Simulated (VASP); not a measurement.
# MgW (P2/c) in VASP: further runs

The runs below take MgW through single point, with PBE.

All numbers are computed with VASP 6.6.1; they aren't measurements. Logs are shortened: lines on timing, memory, paths and dates and some standing lists are left out, and cuts for length are marked.

### Step 1. The cell of the first run

The structure is monoclinic, space group P2/c (No. 13). The conventional cell has a = 4.680 Å, b = 5.660 Å, c = 4.920 Å, α = 90.00°, β = 90.33°, γ = 90.00°. Within 4.2 Å of Mg (site symmetry 2) lie 2 Mg at 3.19 Å and 8 W at 3.47 to 3.68 Å. W (site symmetry 2) has 2 W at 3.21 Å and 8 Mg at 3.47 to 3.68 Å within 4.2 Å.

### Step 2. Single point, PBE

Contents of INCAR:

```
SYSTEM = MgW
ALGO = Normal
EDIFF = 1E-7
ENCUT = 520
GGA = PE
ISIF = 2
ISMEAR = 0
LASPH = .True.
LCHARG = .False.
LREAL = .False.
LWAVE = .False.
NBANDS = 24
NELM = 100
PREC = Accurate
SIGMA = 0.1
```

Contents of KPOINTS:

```
k-points
0
Gamma
  4 4 4
  0 0 0
```

Contents of POSCAR:

```
MgW
1.0
    4.6800000000      0.0000000000      0.0000000000
    0.0000000000      5.6600000000      0.0000000000
   -0.0283400000      0.0000000000      4.9199200000
Mg W
2 2
Direct
    0.5000000000      0.3200000000      0.7500000000
    0.5000000000      0.6800000000      0.2500000000
    0.0000000000      0.8180000000      0.7500000000
    0.0000000000      0.1820000000      0.2500000000
```

Potentials or basis: VASP PAW PBE potentials, release 64 (Mg, W_sv).

Launch:

```sh
$ cat potpaw_PBE.64/Mg/POTCAR potpaw_PBE.64/W_sv/POTCAR > POTCAR
$ mpirun -np 1 vasp_std > vasp.out
```

OUTCAR:

```text
SYSTEM = MgW
   EDIFF = 1E-7
   ENCUT = 520
   GGA = PE
   ISIF = 2
   ISMEAR = 0
   LASPH = .True.
   LREAL = .False.
   NELM = 100
   PREC = Accurate

 ion  position               nearest neighbor table
   1  0.500  0.320  0.750-   2 3.19   2 3.19   4 3.47   4 3.47   4 3.49   4 3.49
   2  0.500  0.680  0.250-   1 3.19   1 3.19   3 3.47   3 3.47   3 3.49   3 3.49
   3  0.000  0.818  0.750-   4 3.21   4 3.21   2 3.47   2 3.47   2 3.49   2 3.49
   4  0.000  0.182  0.250-   3 3.21   3 3.21   1 3.47   1 3.47   1 3.49   1 3.49

  LATTYP: Found a simple monoclinic cell.
 ALAT       =     4.6800000000
 B/A-ratio  =     1.2094017094
 C/A-ratio  =     1.0512823979
 COS(beta)  =    -0.0057601607

  Lattice vectors:

 A1 = (   4.6800000000,   0.0000000000,   0.0000000000)
 A2 = (   0.0000000000,   5.6600000000,   0.0000000000)
 A3 = (  -0.0283400000,   0.0000000000,   4.9199200000)

Analysis of symmetry for initial positions (statically):
=====================================================================
 Subroutine PRICEL returns:
 Original cell was already a primitive cell.

 Routine SETGRP: Setting up the symmetry group for a
 simple monoclinic supercell.

 Subroutine GETGRP returns: Found  4 space group operations
 (whereof  2 operations were pure point group operations)
 out of a pool of  4 trial point group operations.

The static configuration has the point symmetry S_2 .
 The point group associated with its full space group is C_2h.

Analysis of symmetry for dynamics (positions and initial velocities):
=====================================================================
 Subroutine PRICEL returns:
 Original cell was already a primitive cell.

 Routine SETGRP: Setting up the symmetry group for a
 simple monoclinic supercell.

 Subroutine GETGRP returns: Found  4 space group operations
 (whereof  2 operations were pure point group operations)
 out of a pool of  4 trial point group operations.

The dynamic configuration has the point symmetry S_2 .
 The point group associated with its full space group is C_2h.

 Subroutine INISYM returns: Found  4 space group operations
 (whereof  2 operations are pure point group operations),
 and found     1 'primitive' translations

----------------------------------------------------------------------------------------
[... 89 lines left out ...]
   ISTART =      0    job   : 0-new  1-cont  2-samecut
   ICHARG =      2    charge: 1-file 2-atom 10-const
   ISPIN  =      1    spin polarized calculation?
   LNONCOLLINEAR =      F non collinear calculations
   LSORBIT =      F    spin-orbit coupling
   LASPH  =      T    aspherical Exc in radial PAW
   ENCUT  =  520.0 eV  38.22 Ry    6.18 a.u.   8.70 10.52  9.15*2*pi/ulx,y,z
   NELM   =    100;   NELMIN=  2; NELMDL= -5     # of ELM steps
   EDIFF  = 0.1E-06   stopping-criterion for ELM
   LREAL  =      F    real-space projection
   EDIFFG = 0.1E-05   stopping-criterion for IOM
   NSW    =      0    number of steps for IOM
   IBRION =     -1    ionic relax: 0-MD 1-quasi-New 2-CG
   NFREE  =      0    steps in history (QN), initial steepest desc. (CG)
   ISIF   =      2    stress and relaxation
   ISYM   =      2    0-nonsym 1-usesym 2-fastsym
   POTIM  = 0.5000    time-step for ionic-motion
   TEBEG  =    0.0;   TEEND  =   0.0 temperature during run
   PSTRESS=    0.0 pullay stress
   NELECT =      32.0000    total number of electrons
   NUPDOWN=      -1.0000    fix difference up-down
   EMIN   =  10.00;   EMAX   =-10.00  energy-range for DOS
   EFERMI =   0.00;   METHOD = LEGACY
   ISMEAR =     0;   SIGMA  =   0.10  broadening in eV -4-tet -1-fermi 0-gaus
   EFERMI_NEDOS =   21; number of points for ismear=-14 and -15
   IALGO  =     38    algorithm
   IMIX   =      4    mixing-type and parameters
     AMIX     =   0.40;   BMIX     =  1.00
     AMIX_MAG =   1.60;   BMIX_MAG =  1.00
  volume/ion in A,a.u.               =      32.58       219.87
  Fermi-wavevector in a.u.,A,eV,Ry     =   1.025144  1.937241 14.298627  1.050919
  Thomas-Fermi vector in A             =   2.158968
   LORBIT       =      0    0 simple, 1 ext, 2 COOP (PROOUT), +10 PAW based schemes
   GGA     = PE    functional components
   LHFCALC =     F    Hartree Fock is set to
   AEXX    =    0.0000 exact exchange contribution
   IVDW    =     0    specifies the selected vdW correction
   LEPSILON=     F    determine dielectric tensor
   LRPA    =     F    only Hartree local field effects (RPA)
 non-spin polarized calculation
 Gauss-broadening in eV      SIGMA  =   0.10
  energy-cutoff  :      520.00
  volume of cell :      130.32
 maximum number of plane-waves:      3536
 NGX is ok and might be reduce to    36
   NGX = 17   NGY = 21   NGZ = 19

 number of electron      32.0000006 magnetization

 Free energy of the ion-electron system (eV)
  ---------------------------------------------------
  ext. energy  EPLUGINS =         0.00000000
  ---------------------------------------------------
  free energy    TOTEN  =       -18.97386382 eV

  energy without entropy =      -18.94802728  energy(sigma->0) =      -18.96094555

 E-fermi :   1.9149     XC(G=0):  -8.6786

 val. band max:        1.8990539936   @ k =  -0.2500   0.5000   0.2500
 cond. band min:       1.9243754673   @ k =   0.5000   0.2500   0.0000
 fundamental gap:      0.0253214738
 Fermi energy:         1.9149000681

 k-point     1 :       0.0000    0.0000    0.0000
  band No.  band energies     occupation
      1     -72.5887      2.00000
      2     -72.5826      2.00000
      3     -36.7363      2.00000
      4     -36.7215      2.00000
      5     -36.6486      2.00000
      6     -36.6377      2.00000
[... 637 lines left out ...]
     23       5.6317      0.00000
     24       5.6339      0.00000

 [... further k-points ...]
[... 5 lines left out ...]
  --------------------------------------------------------------------------------------
  -------------------------------------------------------------------------------------
  Total      -13.2389344    -18.0564242    -19.1014489      0.0000000      0.0000000      0.0835320
  in kB     -162.7583533   -221.9841700   -234.8316172      0.0000000      0.0000000      1.0269349
  external PRESSURE =    -206.5247135 kB  Pullay stress =       0.0000000 kB

 VOLUME and BASIS-vectors are now :
 -----------------------------------------------------------------------------
  energy-cutoff  :      520.00
  volume of cell :      130.32
      direct lattice vectors                 reciprocal lattice vectors
     4.680000000  0.000000000  0.000000000     0.213675214  0.000000000  0.001230824
     0.000000000  5.660000000  0.000000000     0.000000000  0.176678445  0.000000000
    -0.028340000  0.000000000  4.919920000     0.000000000  0.000000000  0.203255337

 POSITION                                       TOTAL-FORCE (eV/Angst)
 -----------------------------------------------------------------------------------
      2.31874      1.81120      3.68994         0.000000     -0.591116      0.000000
      2.33291      3.84880      1.22998         0.000000      0.591116      0.000000
     -0.02125      4.62988      3.68994        -0.000000      2.807397      0.000000
     -0.00709      1.03012      1.22998        -0.000000     -2.807397      0.000000
 -----------------------------------------------------------------------------------
    total drift:                               -0.000000      0.000000      0.000000

  FREE ENERGIE OF THE ION-ELECTRON SYSTEM (eV)
  ---------------------------------------------------
  free  energy   TOTEN  =       -18.9738638228 eV

  energy  without entropy=      -18.9480272810  energy(sigma->0) =      -18.96094555
```

OSZICAR:

```text
N       E                     dE             d eps       ncg     rms          rms(c)
DAV:   1     0.263755509625E+03    0.26376E+03   -0.17771E+04  1664   0.120E+03
DAV:   2    -0.975115824131E+01   -0.27351E+03   -0.26210E+03  1696   0.329E+02
DAV:   3    -0.206059076829E+02   -0.10855E+02   -0.98250E+01  1960   0.597E+01
DAV:   4    -0.209208937742E+02   -0.31499E+00   -0.31268E+00  1536   0.998E+00
DAV:   5    -0.209267530496E+02   -0.58593E-02   -0.58528E-02  1920   0.143E+00    0.910E+00
DAV:   6    -0.192125288201E+02    0.17142E+01   -0.84571E+00  1640   0.154E+01    0.234E+00
DAV:   7    -0.190321802605E+02    0.18035E+00   -0.57082E-01  1600   0.363E+00    0.136E+00
DAV:   8    -0.189792713844E+02    0.52909E-01   -0.10785E-01  1640   0.182E+00    0.663E-01
DAV:   9    -0.189738807877E+02    0.53906E-02   -0.13210E-02  1920   0.834E-01    0.155E-01
DAV:  10    -0.189738767311E+02    0.40567E-05   -0.89671E-04  1712   0.217E-01    0.622E-02
DAV:  11    -0.189738621779E+02    0.14553E-04   -0.92800E-05  1712   0.107E-01    0.131E-02
DAV:  12    -0.189738637812E+02   -0.16033E-05   -0.10412E-05  1688   0.286E-02    0.454E-03
DAV:  13    -0.189738639679E+02   -0.18662E-06   -0.64729E-07  1728   0.598E-03    0.152E-03
DAV:  14    -0.189738638392E+02    0.12870E-06   -0.51290E-08  1008   0.269E-03    0.325E-04
DAV:  15    -0.189738638228E+02    0.16350E-07   -0.16375E-08   848   0.988E-04
   1 F= -.18973864E+02 E0= -.18960946E+02  d E =-.258365E-01
```

stdout:

```text
POSCAR found type information on POSCAR MgW
 POSCAR found :  2 types and       4 ions
 scaLAPACK will be used
 LDA part: xc-table for (Slater+PW92), standard interpolation
 POSCAR, INCAR and KPOINTS ok, starting setup
 FFT: planning ... GRIDC
 FFT: planning ... GRID_SOFT
 FFT: planning ... GRID
 WAVECAR not read
 entering main loop
```

It took 2.4 min on 1 thread of AMD EPYC 9R45, shared host; peak memory 0.25 GiB.

What came out:

```
Free energy            : -18.9739 eV
Pressure               : -20.7 GPa
Largest force          : 2.807 eV/Å
Band gap on the k mesh : zero (band 16 reaches 2.26 eV, above the bottom of band 17 at 1.74 eV)
```

Forces in eV/Å, atoms in the order of the input:
```
Mg   0.000 -0.591  0.000
Mg   0.000  0.591  0.000
W    0.000  2.807  0.000
W    0.000 -2.807  0.000
```

Caveat: spin-orbit coupling is left out, which moves the levels of the heavy elements; forces of over 1 eV/Å act on the atoms, so gaps and moduli don't describe the material at rest.

### Step 3. Single point, PBE (strained and its atoms moved)

Contents of INCAR:

```
PREC = Accurate
ENCUT = 520
EDIFF = 1E-6
ISMEAR = 0
SIGMA = 0.1
LREAL = False
LASPH = True
NELM = 100
ALGO = Normal
ISIF = 2
LWAVE = False
LCHARG = True
GGA = PE
LELF = True
LVHAR = True
NBANDS = 24
```

Contents of KPOINTS:

```
Automatic mesh
0
Gamma
  10 8 8
```

Contents of POSCAR:

```
MgW
1.0
    4.3503408000      0.0000000000      0.0013572000
    0.0000000000      5.6946958000      0.0000000000
   -0.0249169536      0.0000000000      5.0822199422
Mg W
2 2
Direct
    0.5000000000      0.2849581330      0.7500000000
    0.5000000000      0.7150418670      0.2500000000
    0.0000000000      0.8047050822      0.7500000000
    0.0000000000      0.1952949178      0.2500000000
```

Potentials or basis: VASP PAW PBE potentials, release 64 (Mg, W_sv).

Launch:

```sh
$ cat potpaw_PBE.64/Mg/POTCAR potpaw_PBE.64/W_sv/POTCAR > POTCAR
$ mpirun -np 1 vasp_std > vasp.out
```

It took 12 min on 1 thread of AMD EPYC 9R45, shared host; peak memory 0.63 GiB.

It converged, with:

```
Free energy            : -18.9928 eV
Pressure               : -21.3 GPa
Largest force          : 2.484 eV/Å
Band gap on the k mesh : zero (band 16 reaches 2.47 eV, above the bottom of band 17 at 1.84 eV)
```

Forces in eV/Å, atoms in the order of the input:
```
Mg   0.000 -0.271  0.000
Mg   0.000  0.271  0.000
W    0.000  2.484  0.000
W    0.000 -2.484  0.000
```

Stress tensor (GPa, compression positive):
```
-16.66   0.00   0.11
  0.00 -23.47   0.00
  0.11   0.00 -23.75
```

Levels at points of the mesh, in eV from the Fermi level:
```tsv
k point	band 13	band 14	band 15	band 16	band 17	band 18	band 19	band 20
(0.00, 0.00, 0.00)	-1.03	-0.39	-0.28	-0.20	0.57	0.63	0.83	1.30
(0.50, 0.00, 0.00)	-1.23	-0.89	-0.13	0.18	0.57	0.70	0.90	1.40
(0.00, 0.50, 0.00)	-0.71	-0.25	-0.16	-0.15	-0.04	0.01	0.47	0.50
(0.50, 0.50, 0.00)	-0.93	-0.63	-0.55	-0.25	0.33	0.34	0.62	0.69
(0.00, 0.00, 0.50)	-0.64	-0.64	-0.33	-0.33	0.33	0.33	0.40	0.40
(0.50, 0.00, 0.50)	-0.76	-0.76	-0.64	-0.64	0.50	0.50	0.79	0.79
(0.00, 0.50, 0.50)	-0.66	-0.66	-0.59	-0.59	0.12	0.12	0.75	0.75
(0.50, 0.50, 0.50)	-0.42	-0.42	-0.15	-0.15	0.25	0.25	0.72	0.72
```

Caveat: the cell differs from its parent crystal (strained and its atoms moved); spin-orbit coupling is left out, which moves the levels of the heavy elements; forces of over 1 eV/Å act on the atoms, so gaps and moduli don't describe the material at rest.
